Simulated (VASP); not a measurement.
# BaF2 (Fm-3m) in VASP: a series of runs

BaF2 is run at these levels: LDA, PBEsol, PBE, r2SCAN; tasks: single point.

Everything below comes from runs of VASP 6.6.1. Logs are shortened: lines on timing, memory, paths and dates and some standing lists are left out, and cuts for length are marked.

## (1) The cell of the first run

It takes space group Fm-3m (No. 225, cubic). The conventional cell has a = 6.045 Å, b = 6.045 Å, c = 6.045 Å, α = 90.00°, β = 90.00°, γ = 90.00°. Ba (site symmetry m-3m) has 8 F at 2.62 Å within 3.5 Å. Within 3.5 Å of F (site symmetry -43m) lie 4 Ba at 2.62 Å and 6 F at 3.02 Å.

## (2) Single point, LDA

Input file INCAR:

```
ALGO     = Normal         # electronic algorithm
EDIFF    = 1E-6           # SCF threshold, eV
ENCUT    = 600            # plane-wave cutoff, eV
GGA_COMPAT= F            
ISIF     = 2              # what is computed and relaxed
ISMEAR   = -1             # smearing method
LASPH    = T              # aspherical terms in the spheres
LCHARG   = F              # write CHGCAR
LREAL    = F              # projectors in reciprocal space
LWAVE    = F              # write WAVECAR
NBANDS   = 19             # bands
NELM     = 120            # most SCF steps
PREC     = Accurate       # precision mode
SIGMA    = 0.02           # smearing width, eV
```

Input file KPOINTS:

```
k-points
0
Gamma
  6 6 6
```

Input file POSCAR:

```
BaF2
1.0
    0.0000000000      3.0224012247      3.0224012247
    3.0224012247      0.0000000000      3.0224012247
    3.0224012247      3.0224012247      0.0000000000
Ba F
1 2
Direct
    0.0000000000      0.0000000000      0.0000000000
    0.2500000000      0.2500000000      0.2500000000
    0.7500000000      0.7500000000      0.7500000000
```

Potentials or basis: VASP PAW LDA potentials, release 64 (Ba_sv, F).

Command:

```
cat potpaw_LDA.64/Ba_sv/POTCAR potpaw_LDA.64/F/POTCAR > POTCAR
mpirun -np 1 vasp_std > vasp.out
```

OUTCAR:

```text
EDIFF = 1E-6
   ENCUT = 600
   ISIF = 2
   ISMEAR = -1
   LASPH = T
   LREAL = F
   NELM = 120
   PREC = Accurate

 ion  position               nearest neighbor table
   1  0.000  0.000  0.000-   3 2.62   3 2.62   3 2.62   2 2.62   3 2.62   2 2.62   2 2.62   2 2.62

   2  0.250  0.250  0.250-   1 2.62   1 2.62   1 2.62   1 2.62
   3  0.750  0.750  0.750-   1 2.62   1 2.62   1 2.62   1 2.62

  LATTYP: Found a face centered cubic cell.
 ALAT       =     6.0448024494

  Lattice vectors:

 A1 = (   0.0000000000,   3.0224012247,   3.0224012247)
 A2 = (   3.0224012247,   0.0000000000,   3.0224012247)
 A3 = (   3.0224012247,   3.0224012247,   0.0000000000)

Analysis of symmetry for initial positions (statically):
=====================================================================
 Subroutine PRICEL returns:
 Original cell was already a primitive cell.

 Routine SETGRP: Setting up the symmetry group for a
 face centered cubic supercell.

 Subroutine GETGRP returns: Found 48 space group operations
 (whereof 48 operations were pure point group operations)
 out of a pool of 48 trial point group operations.

The static configuration has the point symmetry O_h .

Analysis of symmetry for dynamics (positions and initial velocities):
=====================================================================
 Subroutine PRICEL returns:
 Original cell was already a primitive cell.

 Routine SETGRP: Setting up the symmetry group for a
 face centered cubic supercell.

 Subroutine GETGRP returns: Found 48 space group operations
 (whereof 48 operations were pure point group operations)
 out of a pool of 48 trial point group operations.

The dynamic configuration has the point symmetry O_h .

 Subroutine INISYM returns: Found 48 space group operations
 (whereof 48 operations are pure point group operations),
 and found     1 'primitive' translations

----------------------------------------------------------------------------------------

                                     Primitive cell

  volume of cell :      55.2187

  direct lattice vectors                    reciprocal lattice vectors
     0.000000000  3.022401225  3.022401225    -0.165431378  0.165431378  0.165431378
     3.022401225  0.000000000  3.022401225     0.165431378 -0.165431378  0.165431378
     3.022401225  3.022401225  0.000000000     0.165431378  0.165431378 -0.165431378

  length of vectors
     4.274320803  4.274320803  4.274320803     0.286535552  0.286535552  0.286535552

  position of ions in fractional coordinates (direct lattice)
     0.000000000  0.000000000  0.000000000
     0.250000000  0.250000000  0.250000000
     0.750000000  0.750000000  0.750000000

  ion indices of the primitive-cell ions
   primitive index   ion index
                 1           1
                 2           2
                 3           3

----------------------------------------------------------------------------------------

 KPOINTS: k-points

Automatic generation of k-mesh.
 Grid dimensions read from file:
 generate k-points for:    6    6    6

 Generating k-lattice:

  Cartesian coordinates                     Fractional coordinates (reciprocal lattice)
    -0.027571896  0.027571896  0.027571896     0.166666667  0.000000000  0.000000000
     0.027571896 -0.027571896  0.027571896     0.000000000  0.166666667  0.000000000
     0.027571896  0.027571896 -0.027571896     0.000000000  0.000000000  0.166666667

  Length of vectors
     0.047755925  0.047755925  0.047755925

  Shift w.r.t. Gamma in fractional coordinates (k-lattice)
     0.000000000  0.000000000  0.000000000

 Subroutine IBZKPT returns following result:
 ===========================================

 Found     16 irreducible k-points:

 Following reciprocal coordinates:
            Coordinates               Weight
  0.000000  0.000000  0.000000      1.000000
  0.166667  0.000000  0.000000      8.000000
  0.333333  0.000000  0.000000      8.000000
  0.500000  0.000000  0.000000      4.000000
  0.166667  0.166667  0.000000      6.000000
  0.333333  0.166667  0.000000     24.000000
[... 8 lines left out ...]
 -0.333333  0.333333  0.166667     24.000000
 -0.333333  0.500000  0.166667     12.000000
   k-points           NKPTS =     16   k-points in BZ     NKDIM =     16   number of bands    NBANDS=     19
   number of dos      NEDOS =    301   number of ions     NIONS =      3
   total plane-waves  NPLWV =  46656
   dimension x,y,z NGX =    36 NGY =   36 NGZ =   36
   dimension x,y,z NGXF=    72 NGYF=   72 NGZF=   72
   ions per type =               1   2
   NGX,Y,Z   is equivalent  to a cutoff of  14.00, 14.00, 14.00 a.u.
   NGXF,Y,Z  is equivalent  to a cutoff of  28.00, 28.00, 28.00 a.u.
 SYSTEM =  unknown system
   PREC   = accura    normal or accurate (medium, high low for compatibility)
   ISTART =      0    job   : 0-new  1-cont  2-samecut
   ICHARG =      2    charge: 1-file 2-atom 10-const
   ISPIN  =      1    spin polarized calculation?
[... 44 lines left out ...]

 Free energy of the ion-electron system (eV)
  ---------------------------------------------------
  ext. energy  EPLUGINS =         0.00000000
  ---------------------------------------------------
  free energy    TOTEN  =       -18.62202295 eV

  energy without entropy =      -18.62202295  energy(sigma->0) =      -18.62202295

 E-fermi :  -1.6092     XC(G=0):  -9.6873

 val. band max:       -2.1508526385   @ k =  -0.1667   0.1667   0.0000
 cond. band min:       4.5758054905   @ k =   0.0000   0.0000   0.0000
 fundamental gap:      6.7266581290
 Fermi energy:        -1.6091553988

 k-point     1 :       0.0000    0.0000    0.0000
  band No.  band energies     occupation
      1     -24.9036      2.00000
      2     -20.7595      2.00000
      3     -20.5987      2.00000
      4      -9.6354      2.00000
      5      -9.6354      2.00000
      6      -9.6354      2.00000
[... 11 lines left out ...]
     18       9.8061      0.00000
     19      13.4308      0.00000

 k-point     2 :       0.1667    0.0000    0.0000
  band No.  band energies     occupation
      1     -24.8274      2.00000
      2     -20.7975      2.00000
      3     -20.6954      2.00000
      4      -9.7041      2.00000
      5      -9.6969      2.00000
      6      -9.6969      2.00000
[... 11 lines left out ...]
     18       9.8277      0.00000
     19      12.3846      0.00000

 k-point     3 :       0.3333    0.0000    0.0000
  band No.  band energies     occupation
      1     -24.6617      2.00000
      2     -20.9708      2.00000
      3     -20.8056      2.00000
      4      -9.8124      2.00000
      5      -9.8124      2.00000
      6      -9.8124      2.00000
[... 11 lines left out ...]
     18       9.9150      0.00000
     19      11.6827      0.00000

 k-point     4 :       0.5000    0.0000    0.0000
  band No.  band energies     occupation
      1     -24.5706      2.00000
      2     -21.0924      2.00000
      3     -20.8344      2.00000
      4      -9.8670      2.00000
      5      -9.8670      2.00000
      6      -9.8550      2.00000
[... 11 lines left out ...]
     18       9.9911      0.00000
     19      12.4162      0.00000

 k-point     5 :       0.1667    0.1667    0.0000
  band No.  band energies     occupation
      1     -24.8016      2.00000
      2     -20.8020      2.00000
      3     -20.7356      2.00000
      4      -9.7913      2.00000
      5      -9.7913      2.00000
      6      -9.5765      2.00000
[... 11 lines left out ...]
     18       9.9161      0.00000
     19      13.5077      0.00000
[... 158 lines left out ...]
      2     -21.1923      2.00000
      3     -20.9259      2.00000
      4     -10.2023      2.00000
      5     -10.2023      2.00000
      6      -9.3724      2.00000
[... 11 lines left out ...]
     18      11.2267      0.00000
     19      13.1163      0.00000

 k-point    14 :       0.5000    0.3333    0.1667
  band No.  band energies     occupation
      1     -24.5435      2.00000
      2     -21.0228      2.00000
      3     -20.9480      2.00000
      4     -10.0722      2.00000
      5      -9.9408      2.00000
      6      -9.6442      2.00000
[... 11 lines left out ...]
     18      10.8251      0.00000
     19      12.6898      0.00000

 k-point    15 :      -0.3333    0.3333    0.1667
  band No.  band energies     occupation
      1     -24.4796      2.00000
      2     -21.0700      2.00000
      3     -21.0044      2.00000
      4     -10.1452      2.00000
      5      -9.8099      2.00000
      6      -9.8074      2.00000
[... 11 lines left out ...]
     18      11.6319      0.00000
     19      12.4349      0.00000

 k-point    16 :      -0.3333    0.5000    0.1667
  band No.  band energies     occupation
      1     -24.4476      2.00000
      2     -21.1282      2.00000
      3     -20.9951      2.00000
      4     -10.2250      2.00000
      5      -9.9966      2.00000
      6      -9.5818      2.00000
[... 11 lines left out ...]
     18      12.8281      0.00000
     19      13.1460      0.00000

------------------------ aborting loop because EDIFF is reached ----------------------------------------

  FORCE on cell =-STRESS in cart. coord.  units (eV):
  Direction    XX          YY          ZZ          XY          YZ          ZX
  --------------------------------------------------------------------------------------
  -------------------------------------------------------------------------------------
  Total        0.5425164      0.5425164      0.5425164     -0.0000000     -0.0000000      0.0000000
  in kB       15.7411727     15.7411727     15.7411727     -0.0000000     -0.0000000      0.0000000
  external PRESSURE =      15.7411727 kB  Pullay stress =       0.0000000 kB

 VOLUME and BASIS-vectors are now :
 -----------------------------------------------------------------------------
  energy-cutoff  :      600.00
  volume of cell :       55.22
      direct lattice vectors                 reciprocal lattice vectors
     0.000000000  3.022401225  3.022401225    -0.165431378  0.165431378  0.165431378
     3.022401225  0.000000000  3.022401225     0.165431378 -0.165431378  0.165431378
     3.022401225  3.022401225  0.000000000     0.165431378  0.165431378 -0.165431378

 POSITION                                       TOTAL-FORCE (eV/Angst)
 -----------------------------------------------------------------------------------
      0.00000      0.00000      0.00000         0.000000     -0.000000      0.000000
      1.51120      1.51120      1.51120        -0.000000     -0.000000     -0.000000
      4.53360      4.53360      4.53360         0.000000      0.000000     -0.000000
 -----------------------------------------------------------------------------------
    total drift:                                0.000000      0.000000      0.000000

  FREE ENERGIE OF THE ION-ELECTRON SYSTEM (eV)
  ---------------------------------------------------
  free  energy   TOTEN  =       -18.6220229525 eV

  energy  without entropy=      -18.6220229525  energy(sigma->0) =      -18.62202295
```

It took 24 s on 1 thread of Intel Xeon Platinum 8259CL at 2.50GHz (Skylake/Cascade Lake), shared host; peak memory 0.17 GiB.

Results:

```
Free energy            : -18.6220 eV
Pressure               : 1.6 GPa
Band gap on the k mesh : 6.73 eV (least direct gap 6.83 eV)
```

Levels at points of the mesh, in eV from the valence-band top:
```csv
k point,band 10,band 11,band 12,band 13,band 14,band 15
"(0.00, 0.00, 0.00)",-0.11,-0.11,-0.11,6.73,9.36,9.36
"(0.50, 0.00, 0.00)",-0.34,-0.14,-0.14,9.37,9.37,9.43
"(0.50, 0.50, 0.00)",-0.24,-0.24,-0.20,7.13,9.29,11.13
```

Caveat: spin-orbit coupling is left out, which moves the levels of the heavy elements. A k mesh can miss the band edges.

## (3) Single point, PBEsol

This run uses another cell than the first one, of 19.27 Å³/atom.

Input file INCAR:

```
PREC = Accurate ; ENCUT = 600
EDIFF = 1E-6 ; ISMEAR = -1
SIGMA = 0.02 ; LREAL = F
LASPH = T ; NELM = 120
ALGO = Normal ; ISIF = 2
LWAVE = F ; LCHARG = F
GGA = PS ; NBANDS = 19
GGA_COMPAT = F
```

Input file KPOINTS:

```
regular mesh
0
Gamma
  6 6 6
```

Input file POSCAR:

```
BaF2
1.0
    0.0000000000      3.0689728755      3.0689728755
    3.0689728755      0.0000000000      3.0689728755
    3.0689728755      3.0689728755      0.0000000000
Ba F
1 2
Direct
    0.0000000000      0.0000000000      0.0000000000
    0.2500000000      0.2500000000      0.2500000000
    0.7500000000      0.7500000000      0.7500000000
```

Potentials or basis: VASP PAW PBE potentials, release 64 (Ba_sv, F).

Command:

```
cat potpaw_PBE.64/Ba_sv/POTCAR potpaw_PBE.64/F/POTCAR > POTCAR
mpirun -np 1 vasp_std > vasp.out
```

Wall time 19 s (1 thread of Intel Xeon Platinum 8259CL at 2.50GHz (Skylake/Cascade Lake), shared host); peak memory 0.2 GiB.

The run converged. Its results:

```yaml
Free_energy: -17.6392 eV
Pressure: 1.2 GPa
Band_gap_on_the_k_mesh: 6.77 eV (least direct gap 6.85 eV)
```

Levels at points of the mesh, in eV from the valence-band top:
| k point | band 8 | band 9 | band 10 | band 11 | band 12 | band 13 | band 14 | band 15 | band 16 | band 17 |
| --- | --- | --- | --- | --- | --- | --- | --- | --- | --- | --- |
| (0.00, 0.00, 0.00) | -1.61 | -1.61 | -0.08 | -0.08 | -0.08 | 6.77 | 9.23 | 9.23 | 11.58 | 11.58 |
| (0.50, 0.00, 0.00) | -1.18 | -0.71 | -0.34 | -0.15 | -0.15 | 9.20 | 9.25 | 9.25 | 9.81 | 11.77 |
| (0.50, 0.50, 0.00) | -0.39 | -0.39 | -0.30 | -0.30 | -0.15 | 7.24 | 9.07 | 10.83 | 12.16 | 12.16 |

Caveat: the PAW data sets were made with another functional, which shifts forces and pressure a little; spin-orbit coupling is left out, which moves the levels of the heavy elements. A k mesh can miss the band edges.

## (4) Single point, PBE

This run uses another cell than the first one, of 20.30 Å³/atom.

Input file INCAR:

```
  ALGO = Normal
  EDIFF = 1E-6
  ENCUT = 600
  GGA = PE
  GGA_COMPAT = False
  ISIF = 2
  ISMEAR = -1
  LASPH = True
  LCHARG = False
  LREAL = False
  LWAVE = False
  NBANDS = 19
  NELM = 120
  PREC = Accurate
  SIGMA = 0.02
```

Input file KPOINTS:

```
k-points
0
Gamma
  6 6 6
```

Input file POSCAR:

```
BaF2
1.0
    0.0000000000      3.1224950771      3.1224950771
    3.1224950771      0.0000000000      3.1224950771
    3.1224950771      3.1224950771      0.0000000000
Ba F
1 2
Direct
    0.0000000000      0.0000000000      0.0000000000
    0.2500000000      0.2500000000      0.2500000000
    0.7500000000      0.7500000000      0.7500000000
```

Command:

```
cat potpaw_PBE.64/Ba_sv/POTCAR potpaw_PBE.64/F/POTCAR > POTCAR
mpirun -np 1 vasp_std > vasp.out
```

It took 23 s on 1 thread of Intel Xeon Platinum 8259CL at 2.50GHz (Skylake/Cascade Lake), shared host; peak memory 0.2 GiB.

It converged, with:

- Free energy: -17.1280 eV
- Pressure: 0.9 GPa
- Band gap on the k mesh: 6.68 eV (least direct gap 6.74 eV)

Levels at points of the mesh, in eV from the valence-band top:
| k point | band 10 | band 11 | band 12 | band 13 | band 14 | band 15 |
| --- | --- | --- | --- | --- | --- | --- |
| (0.00, 0.00, 0.00) | -0.06 | -0.06 | -0.06 | 6.68 | 9.11 | 9.11 |
| (0.50, 0.00, 0.00) | -0.34 | -0.16 | -0.16 | 8.98 | 9.10 | 9.10 |
| (0.50, 0.50, 0.00) | -0.32 | -0.32 | -0.10 | 7.21 | 8.90 | 10.54 |

Caveat: spin-orbit coupling is left out, which moves the levels of the heavy elements. A k mesh can miss the band edges.

## (5) Single point, r2SCAN

This run uses another cell than the first one, of 19.81 Å³/atom.

Input file POSCAR:

```
BaF2
1.0
    0.0000000000      3.0971637713      3.0971637713
    3.0971637713      0.0000000000      3.0971637713
    3.0971637713      3.0971637713      0.0000000000
Ba F
1 2
Direct
    0.0000000000      0.0000000000      0.0000000000
    0.2500000000      0.2500000000      0.2500000000
    0.7500000000      0.7500000000      0.7500000000
```

Input file INCAR.step1:

```
SYSTEM = BaF2
PREC = Accurate
ENCUT = 660
ISMEAR = -1
SIGMA = 0.02
LREAL = .FALSE.
LASPH = .TRUE.
NELM = 120
NBANDS = 19
GGA = PE
ALGO = Normal
EDIFF = 1E-5
LWAVE = .TRUE.
LCHARG = .FALSE.
GGA_COMPAT = .FALSE.
```

Input file INCAR.step2:

```
SYSTEM = BaF2
PREC = Accurate
ENCUT = 660
EDIFF = 1E-6
ISMEAR = -1
SIGMA = 0.02
LREAL = .FALSE.
LASPH = .TRUE.
NELM = 120
ALGO = Normal
ISIF = 2
LWAVE = .FALSE.
LCHARG = .FALSE.
METAGGA = R2SCAN
LMIXTAU = .TRUE.
NBANDS = 19
ISTART = 1
GGA_COMPAT = .FALSE.
```

Input file KPOINTS:

```
Automatic mesh
0
G
  6 6 6
  0 0 0
```

Command:

```
cat potpaw_PBE.64/Ba_sv/POTCAR potpaw_PBE.64/F/POTCAR > POTCAR
cp INCAR.step1 INCAR
mpirun -np 1 vasp_std > vasp.out
cp INCAR.step2 INCAR
mpirun -np 1 vasp_std > vasp.out
```

Run time: 2.3 min. Hardware: 1 thread of Intel Xeon Platinum 8259CL at 2.50GHz (Skylake/Cascade Lake), shared host; peak memory 0.26 GiB.

It converged, with:

```yaml
Free_energy: -45.0675 eV
Pressure: 0.9 GPa
Band_gap_on_the_k_mesh: 7.36 eV (least direct gap 7.43 eV)
```

Levels at points of the mesh, in eV from the valence-band top:
```tsv
k point	band 9	band 10	band 11	band 12	band 13	band 14	band 15	band 16
(0.00, 0.00, 0.00)	-1.47	-0.07	-0.07	-0.07	7.36	9.93	9.93	12.30
(0.50, 0.00, 0.00)	-0.64	-0.34	-0.15	-0.15	9.88	9.88	9.97	10.14
(0.50, 0.50, 0.00)	-0.35	-0.30	-0.30	-0.12	7.71	9.87	11.42	12.88
```

Caveat: the PAW data sets were made with another functional, which shifts forces and pressure a little; spin-orbit coupling is left out, which moves the levels of the heavy elements.

## (6) Overview

```tsv
level	potentials or basis	cell	cutoff (eV)	gap on the mesh (eV)	pressure (GPa)
LDA	VASP PAW LDA potentials, release 64 (Ba_sv, F)	a = 4.274 Å, angles 60.0°, 3 atoms	600	6.73	1.6
PBEsol	VASP PAW PBE potentials, release 64 (Ba_sv, F)	a = 4.340 Å, angles 60.0°, 3 atoms	600	6.77	1.2
PBE	VASP PAW PBE potentials, release 64 (Ba_sv, F)	a = 4.416 Å, angles 60.0°, 3 atoms	600	6.68	0.9
r2SCAN	VASP PAW PBE potentials, release 64 (Ba_sv, F)	a = 4.380 Å, angles 60.0°, 3 atoms	660	7.36	0.9
```

Alike in all rows: task single point; no spin polarisation; k mesh 6 × 6 × 6; smearing fermi-dirac 0.02 eV.

Caveats: spin-orbit coupling is left out, which moves the levels of the heavy elements; the PAW data sets were made with another functional, which shifts forces and pressure a little (at least some runs).

Absolute energies hang on the potentials; compare differences alone.
